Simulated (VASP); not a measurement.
# Si (P6/mmm) in VASP: settings compared, part 2 of 3

VASP 6.6.1.

## 3. Single point, b88 exchange, pbesol correlation

This run uses another cell than the first one, of 12.86 Å³/atom.

Contents of INCAR:

```
PREC = Accurate
ENCUT = 500
EDIFF = 1E-6
ISMEAR = 0
SIGMA = 0.01
LREAL = F
LASPH = T
NELM = 120
ALGO = Normal
ISIF = 2
LWAVE = F
LCHARG = T
GGA = LIBXC
LIBXC1 = GGA_X_B88
LIBXC2 = GGA_C_PBE_SOL
LELF = T
LVHAR = T
NBANDS = 8
GGA_COMPAT = F
```

Contents of KPOINTS:

```
Automatic mesh
0
Gamma
  15 15 14
```

Contents of POSCAR:

```
Si
1.0
    2.5100397574      0.0000000000      0.0000000000
   -1.2550198787      2.1737580004      0.0000000000
    0.0000000000      0.0000000000      2.3570733456
Si
1
Direct
    0.0000000000      0.0000000000      0.0000000000
```

Potentials or basis: VASP PAW PBE potentials, release 64 (Si).

Run with:

```bash
$ cat potpaw_PBE.64/Si/POTCAR > POTCAR
$ mpirun -np 1 vasp_std > vasp.out
```

OUTCAR:

```text
PREC = Accurate
   ENCUT = 500
   EDIFF = 1E-6
   ISMEAR = 0
   LREAL = F
   LASPH = T
   NELM = 120
   ISIF = 2
   GGA = LIBXC

 ion  position               nearest neighbor table
   1  0.000  0.000  0.000-

  LATTYP: Found a hexagonal cell.
 ALAT       =     2.5100397574
 C/A-ratio  =     0.9390581717

  Lattice vectors:

 A1 = (   2.5100397574,   0.0000000000,   0.0000000000)
 A2 = (  -1.2550198787,   2.1737580004,   0.0000000000)
 A3 = (   0.0000000000,   0.0000000000,   2.3570733456)

Analysis of symmetry for initial positions (statically):
=====================================================================
 Subroutine PRICEL returns:
 Original cell was already a primitive cell.

 Routine SETGRP: Setting up the symmetry group for a
 hexagonal supercell.

 Subroutine GETGRP returns: Found 24 space group operations
 (whereof 24 operations were pure point group operations)
 out of a pool of 24 trial point group operations.

The static configuration has the point symmetry D_6h.

Analysis of symmetry for dynamics (positions and initial velocities):
=====================================================================
 Subroutine PRICEL returns:
 Original cell was already a primitive cell.

 Routine SETGRP: Setting up the symmetry group for a
 hexagonal supercell.

 Subroutine GETGRP returns: Found 24 space group operations
 (whereof 24 operations were pure point group operations)
 out of a pool of 24 trial point group operations.

The dynamic configuration has the point symmetry D_6h.

 Subroutine INISYM returns: Found 24 space group operations
 (whereof 24 operations are pure point group operations),
 and found     1 'primitive' translations

----------------------------------------------------------------------------------------

                                     Primitive cell

  volume of cell :      12.8607

  direct lattice vectors                    reciprocal lattice vectors
     2.510039757  0.000000000  0.000000000     0.398400064  0.230016405  0.000000000
    -1.255019879  2.173758000  0.000000000     0.000000000  0.460032809  0.000000000
     0.000000000  0.000000000  2.357073346     0.000000000  0.000000000  0.424254935

  length of vectors
     2.510039757  2.510039589  2.357073346     0.460032779  0.460032809  0.424254935

  position of ions in fractional coordinates (direct lattice)
     0.000000000  0.000000000  0.000000000

  ion indices of the primitive-cell ions
   primitive index   ion index
                 1           1

----------------------------------------------------------------------------------------

 KPOINTS: Automatic mesh

Automatic generation of k-mesh.
 Grid dimensions read from file:
 generate k-points for:   15   15   14

 Generating k-lattice:

  Cartesian coordinates                     Fractional coordinates (reciprocal lattice)
     0.026560004  0.015334427  0.000000000     0.066666667  0.000000000  0.000000000
     0.000000000  0.030668854  0.000000000     0.000000000  0.066666667  0.000000000
     0.000000000  0.000000000  0.030303924     0.000000000  0.000000000  0.071428571

  Length of vectors
     0.030668852  0.030668854  0.030303924

  Shift w.r.t. Gamma in fractional coordinates (k-lattice)
     0.000000000  0.000000000  0.000000000

 Subroutine IBZKPT returns following result:
 ===========================================

 Found    216 irreducible k-points:

 Following reciprocal coordinates:
            Coordinates               Weight
  0.000000  0.000000  0.000000      1.000000
  0.066667 -0.000000  0.000000      6.000000
  0.133333 -0.000000  0.000000      6.000000
  0.200000 -0.000000  0.000000      6.000000
  0.266667 -0.000000  0.000000      6.000000
  0.333333 -0.000000  0.000000      6.000000
[... 16 lines left out ...]
  0.333333  0.200000  0.000000     12.000000
  0.400000  0.200000  0.000000      6.000000
 [... further k-points ...]
   k-points           NKPTS =    216   k-points in BZ     NKDIM =    216   number of bands    NBANDS=      8
   number of dos      NEDOS =    301   number of ions     NIONS =      1
   total plane-waves  NPLWV =   5832
   dimension x,y,z NGX =    18 NGY =   18 NGZ =   18
   dimension x,y,z NGXF=    36 NGYF=   36 NGZF=   36
   ions per type =               1
   NGX,Y,Z   is equivalent  to a cutoff of  11.92, 11.92, 12.70 a.u.
   NGXF,Y,Z  is equivalent  to a cutoff of  23.84, 23.84, 25.39 a.u.
 SYSTEM =  unknown system
   PREC   = accura    normal or accurate (medium, high low for compatibility)
   ISTART =      0    job   : 0-new  1-cont  2-samecut
   ICHARG =      2    charge: 1-file 2-atom 10-const
   ISPIN  =      1    spin polarized calculation?
   LNONCOLLINEAR =      F non collinear calculations
   LSORBIT =      F    spin-orbit coupling
   LASPH  =      T    aspherical Exc in radial PAW
   ENCUT  =  500.0 eV  36.75 Ry    6.06 a.u.   4.58  4.58  4.30*2*pi/ulx,y,z
   NELM   =    120;   NELMIN=  2; NELMDL= -5     # of ELM steps
   EDIFF  = 0.1E-05   stopping-criterion for ELM
   LREAL  =      F    real-space projection
[... 7 lines left out ...]
   TEBEG  =    0.0;   TEEND  =   0.0 temperature during run
   PSTRESS=    0.0 pullay stress
   NELECT =       4.0000    total number of electrons
   NUPDOWN=      -1.0000    fix difference up-down
   EMIN   =  10.00;   EMAX   =-10.00  energy-range for DOS
   EFERMI =   0.00;   METHOD = LEGACY
   ISMEAR =     0;   SIGMA  =   0.01  broadening in eV -4-tet -1-fermi 0-gaus
   EFERMI_NEDOS =   21; number of points for ismear=-14 and -15
   IALGO  =     38    algorithm
   IMIX   =      4    mixing-type and parameters
     AMIX     =   0.40;   BMIX     =  1.00
     AMIX_MAG =   1.60;   BMIX_MAG =  1.00
  volume/ion in A,a.u.               =      12.86        86.79
  Fermi-wavevector in a.u.,A,eV,Ry     =   1.109191  2.096068 16.739326  1.230306
  Thomas-Fermi vector in A             =   2.245728
   LORBIT       =      0    0 simple, 1 ext, 2 COOP (PROOUT), +10 PAW based schemes
   GGA     = LIBXC    functional components
   LHFCALC =     F    Hartree Fock is set to
   AEXX    =    0.0000 exact exchange contribution
   IVDW    =     0    specifies the selected vdW correction
   LEPSILON=     F    determine dielectric tensor
   LRPA    =     F    only Hartree local field effects (RPA)
 non-spin polarized calculation
 Gauss-broadening in eV      SIGMA  =   0.01
  energy-cutoff  :      500.00
  volume of cell :       12.86
 maximum number of plane-waves:       338
   NGX =  9   NGY =  9   NGZ =  9

 number of electron       3.9999999 magnetization

 Free energy of the ion-electron system (eV)
  ---------------------------------------------------
  ext. energy  EPLUGINS =         0.00000000
  ---------------------------------------------------
  free energy    TOTEN  =        -4.65430096 eV

  energy without entropy =       -4.65427769  energy(sigma->0) =       -4.65428932

 E-fermi :  11.4083     XC(G=0): -11.5638

 val. band max:       11.4008340565   @ k =   0.4667   0.0667   0.4286
 cond. band min:      11.4277806460   @ k =   0.2000   0.2000   0.1429
 fundamental gap:      0.0269465895
 Fermi energy:        11.4083047654

 k-point     1 :       0.0000    0.0000    0.0000
  band No.  band energies     occupation
      1      -3.8762      2.00000
      2      19.0430      0.00000
      3      20.5095      0.00000
      4      23.2274      0.00000
      5      23.2274      0.00000
      6      24.2842      0.00000
      7      24.2842      0.00000
      8      30.0821      0.00000

 k-point     2 :       0.0667   -0.0000    0.0000
  band No.  band energies     occupation
      1      -3.7400      2.00000
      2      18.6636      0.00000
      3      20.6226      0.00000
      4      21.7738      0.00000
      5      22.0509      0.00000
      6      24.7337      0.00000
      7      25.6938      0.00000
      8      31.5102      0.00000

 k-point     3 :       0.1333   -0.0000    0.0000
  band No.  band energies     occupation
      1      -3.3318      2.00000
      2      17.0666      0.00000
      3      20.3466      0.00000
      4      20.6970      0.00000
      5      20.9620      0.00000
      6      24.9560      0.00000
      7      27.7436      0.00000
      8      34.0806      0.00000
[... 210 lines left out ...]
 k-point    23 :       0.3333    0.2000    0.0000
  band No.  band energies     occupation
      1       2.6732      2.00000
      2       6.5824      2.00000
      3      10.3994      2.00000
      4      25.3348      0.00000
      5      25.8946      0.00000
      6      29.4995      0.00000
      7      30.0712      0.00000
      8      33.1445      0.00000

 k-point    24 :       0.4000    0.2000    0.0000
  band No.  band energies     occupation
      1       4.3223      2.00000
      2       4.6990      2.00000
      3      10.2732      2.00000
      4      25.4306      0.00000
      5      26.8143      0.00000
      6      28.4283      0.00000
      7      31.0490      0.00000
      8      32.6300      0.00000

 [... further k-points ...]
[... 5 lines left out ...]
  --------------------------------------------------------------------------------------
  -------------------------------------------------------------------------------------
  Total        2.2662152      2.2662148      2.0697575      0.0000000      0.0000000      0.0000000
  in kB      282.3233739    282.3233235    257.8488290      0.0000000      0.0000000      0.0000000
  external PRESSURE =     274.1651755 kB  Pullay stress =       0.0000000 kB

 VOLUME and BASIS-vectors are now :
 -----------------------------------------------------------------------------
  energy-cutoff  :      500.00
  volume of cell :       12.86
      direct lattice vectors                 reciprocal lattice vectors
     2.510039757  0.000000000  0.000000000     0.398400064  0.230016405  0.000000000
    -1.255019879  2.173758000  0.000000000     0.000000000  0.460032809  0.000000000
     0.000000000  0.000000000  2.357073346     0.000000000  0.000000000  0.424254935

 POSITION                                       TOTAL-FORCE (eV/Angst)
 -----------------------------------------------------------------------------------
      0.00000      0.00000      0.00000         0.000000      0.000000      0.000000
 -----------------------------------------------------------------------------------
    total drift:                               -0.000000      0.000000      0.000000

  FREE ENERGIE OF THE ION-ELECTRON SYSTEM (eV)
  ---------------------------------------------------
  free  energy   TOTEN  =        -4.6543009643 eV

  energy  without entropy=       -4.6542776855  energy(sigma->0) =       -4.65428932
```

stdout:

```text
POSCAR found type information on POSCAR Si
 POSCAR found :  1 types and       1 ions
 scaLAPACK will be used
 -----------------------------------------------------------------------------
|                                                                             |
|                                                                             |
|     You enforced a specific xc type in the INCAR file but a different       |
|     I HOPE YOU KNOW WHAT YOU ARE DOING!                                     |
|                                                                             |
 -----------------------------------------------------------------------------

 LDA part: xc-table for (None,None), standard interpolation
 POSCAR, INCAR and KPOINTS ok, starting setup
 FFT: planning ... GRIDC
 FFT: planning ... GRID_SOFT
 FFT: planning ... GRID
 WAVECAR not read
 entering main loop
```

Run time: 6.1 s. Hardware: 1 thread of Intel Xeon 6975P-C (Granite Rapids), shared host; peak memory 0.12 GiB.

What came out:

```
Free energy            : -4.6543 eV
Pressure               : 27.4 GPa
Band gap on the k mesh : zero (bands 2 and 3 overlap by 12.80 eV)
```

Stress tensor (GPa, compression positive):
```
28.23  0.00  0.00
 0.00 28.23  0.00
 0.00  0.00 25.78
```

Levels at points of the mesh, in eV from the Fermi level:
| k point | band 1 | band 2 | band 3 | band 4 | band 5 |
| --- | --- | --- | --- | --- | --- |
| (0.00, 0.00, 0.00) | -15.28 | 7.63 | 9.10 | 11.82 | 11.82 |
| (0.00, 0.00, 0.50) | -9.71 | -8.03 | 15.92 | 15.92 | 16.19 |

Caveat: the cell stands under pressure; the PAW data sets were made with another functional, which shifts forces and pressure a little.

## 4. Single point, b88 exchange, pbesol correlation

This run uses another cell than the first one, of 13.25 Å³/atom.

Contents of INCAR:

```
  PREC = Accurate
  ENCUT = 500
  EDIFF = 1E-6
  ISMEAR = 0
  SIGMA = 0.01
  LREAL = F
  LASPH = T
  NELM = 120
  ALGO = Normal
  ISIF = 2
  LWAVE = F
  LCHARG = F
  GGA = LIBXC
  LIBXC1 = GGA_X_B88
  LIBXC2 = GGA_C_PBE_SOL
  NBANDS = 8
  GGA_COMPAT = F
```

KPOINTS is that of step 3.

Contents of POSCAR:

```
Si
1.0
    2.5353954105      0.0000000000      0.0000000000
   -1.2676977053      2.1957166381      0.0000000000
    0.0000000000      0.0000000000      2.3808837788
Si
1
Direct
    0.0000000000      0.0000000000      0.0000000000
```

Run with:

```bash
$ cat potpaw_PBE.64/Si/POTCAR > POTCAR
$ mpirun -np 1 vasp_std > vasp.out
```

Run time: 6.6 s. Hardware: 1 thread of Intel Xeon 6975P-C (Granite Rapids), shared host; peak memory 0.12 GiB.

Results (log left out):

```yaml
Free_energy: -4.7142 eV
Pressure: 21.6 GPa
Band_gap_on_the_k_mesh: zero (bands 2 and 3 overlap by 12.62 eV)
```

Stress tensor (GPa, compression positive):
```
22.63  0.00  0.00
 0.00 22.63  0.00
 0.00  0.00 19.44
```

Levels at points of the mesh, in eV from the Fermi level:
| k point | band 1 | band 2 | band 3 | band 4 | band 5 | band 6 | band 7 |
| --- | --- | --- | --- | --- | --- | --- | --- |
| (0.00, 0.00, 0.00) | -14.97 | 7.65 | 8.90 | 11.48 | 11.48 | 12.78 | 12.78 |
| (0.00, 0.00, 0.50) | -9.56 | -7.78 | 15.66 | 15.66 | 15.75 | 15.75 | 17.35 |

Caveat: the cell stands under pressure; the PAW data sets were made with another functional, which shifts forces and pressure a little.

## 5. Single point, b88 exchange, pbesol correlation

This run uses another cell than the first one, of 13.65 Å³/atom.

Contents of INCAR:

```
SYSTEM = Si
ALGO     = Normal         ! electronic algorithm
EDIFF    = 1E-6           ! SCF threshold, eV
ENCUT    = 500            ! plane-wave cutoff, eV
GGA      = LIBXC          ! functional
GGA_COMPAT= .FALSE.      
ISIF     = 2              ! what is computed and relaxed
ISMEAR   = 0              ! smearing method
LASPH    = .TRUE.         ! aspherical terms in the spheres
LCHARG   = .FALSE.        ! write CHGCAR
LIBXC1   = GGA_X_B88    
LIBXC2   = GGA_C_PBE_SOL
LREAL    = .FALSE.        ! projectors in reciprocal space
LWAVE    = .FALSE.        ! write WAVECAR
NBANDS   = 8              ! bands
NELM     = 120            ! most SCF steps
PREC     = Accurate       ! precision mode
SIGMA    = 0.01           ! smearing width, eV
```

Contents of KPOINTS:

```
k-points
0
G
  15 15 14
  0 0 0
```

Contents of POSCAR:

```
Si
1.0
    2.5602538135      0.0000000000      0.0000000000
   -1.2801269067      2.2172446447      0.0000000000
    0.0000000000      0.0000000000      2.4042272653
Si
1
Direct
    0.0000000000      0.0000000000      0.0000000000
```

Run with:

```bash
$ cat potpaw_PBE.64/Si/POTCAR > POTCAR
$ mpirun -np 1 vasp_std > vasp.out
```

Wall time 6.9 s (1 thread of Intel Xeon 6975P-C (Granite Rapids), shared host); peak memory 0.12 GiB.

Results (log left out):

```
Free energy            : -4.7611 eV
Pressure               : 16.6 GPa
Band gap on the k mesh : zero (bands 2 and 3 overlap by 12.45 eV)
```

Stress tensor (GPa, compression positive):
```
17.56  0.00  0.00
 0.00 17.56  0.00
 0.00  0.00 14.81
```

Levels at points of the mesh, in eV from the Fermi level:
```tsv
k point	band 1	band 2	band 3	band 4	band 5	band 6
(0.00, 0.00, 0.00)	-14.67	7.65	8.69	11.16	11.16	12.68
(0.00, 0.00, 0.50)	-9.42	-7.55	15.17	15.17	15.58	15.58
```

Caveat: the cell stands under pressure; the PAW data sets were made with another functional, which shifts forces and pressure a little.

(Continued in part 3 of 3.)

The gap in the log of VASP goes by the Fermi energy; the results here count the filled bands.